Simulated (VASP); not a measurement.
AlSn:

```
CELL_PARAMETERS angstrom
4.19811 0.00000 0.00000
-2.09905 3.63567 0.00000
0.00000 0.00000 3.30685
ATOMIC_POSITIONS crystal
Sn 0.33333 0.66667 0.50000
Al 0.00000 0.00000 0.00000
```

* Program: VASP 6.6.1
* Task: relaxation of cell and atoms
* Functional: RPBE
* Dispersion: D3(BJ)
* Potentials or basis: VASP PAW PBE potentials, release 64 (Sn_d, Al)
* Cutoff: 600 eV
* k mesh: 7 × 7 × 8
* Occupations: fermi-dirac, width 0.05 eV
* Spin: no spin polarisation

At the start: pressure -11.8 GPa; volume 25.24 Å³/atom.

Question: Where does the relaxation end?

Answer: Over 31 steps the energy falls by 567.9 meV/atom and the volume is 17.65 Å³/atom (-30.1 %); space group P-6m2 (No. 187, to 0.05 Å).

The path:
```csv
step,energy change (eV),largest force (eV/Å),pressure (GPa),volume (Å³)
1,0.0000,0.0000,-11.77,50.47
2,-0.3336,0.0000,8.16,38.10
3,-0.4089,0.0000,-0.20,41.23
4,-0.4088,0.0000,0.17,41.06
5,-0.4126,0.0000,0.22,40.95
6,-0.4231,0.0000,0.17,40.59
7,-0.4161,0.0000,0.43,39.78
8,-0.4459,0.0000,2.18,37.80
9,-0.7757,0.0000,11.95,32.70
10,13.7129,0.0000,350.22,19.94
11,-0.7741,0.0000,12.92,32.48
12,0.4976,0.0000,69.39,26.43
13,-0.7690,0.0000,16.82,31.78
14,-0.5589,0.0000,34.22,29.17
15,-0.6129,0.0000,30.80,29.58
16,-0.6651,0.0000,28.62,29.85
17,-0.8021,0.0000,22.53,30.67
18,-0.9941,0.0000,12.19,32.36
19,-1.1032,0.0000,-2.45,35.92
20,-1.1066,0.0000,-0.89,35.43
21,-1.1067,0.0000,-0.47,35.31
22,-1.1106,0.0000,-0.43,35.29
23,-1.1216,0.0000,-0.16,35.25
24,-1.1352,0.0000,0.49,35.15
25,-1.1354,0.0000,0.67,35.12
26,-1.1356,0.0000,0.60,35.14
27,-1.1356,0.0000,0.61,35.13
28,-1.1358,0.0000,0.26,35.24
29,-1.1358,0.0000,0.05,35.30
30,-1.1358,0.0000,0.07,35.29
31,-1.1359,0.0000,0.02,35.30
```

Final structure:
```yaml
crystal:
  lattice:
    - [2.91050, 0.00000, 0.00000]
    - [-1.45525, 2.52056, 0.00000]
    - [0.00000, 0.00000, 4.81240]
  atoms:
    - { symbol: Sn, position: [0.33333, 0.66667, 0.50000] }
    - { symbol: Al, position: [0.00000, 0.00000, 0.00000] }
```

Caveat: the volume moved by over 15 % at a fixed basis, so the end points are rough; the PAW data sets were made with another functional, which shifts forces and pressure a little; pairwise dispersion overbinds metals, which lowers pressure and volume.
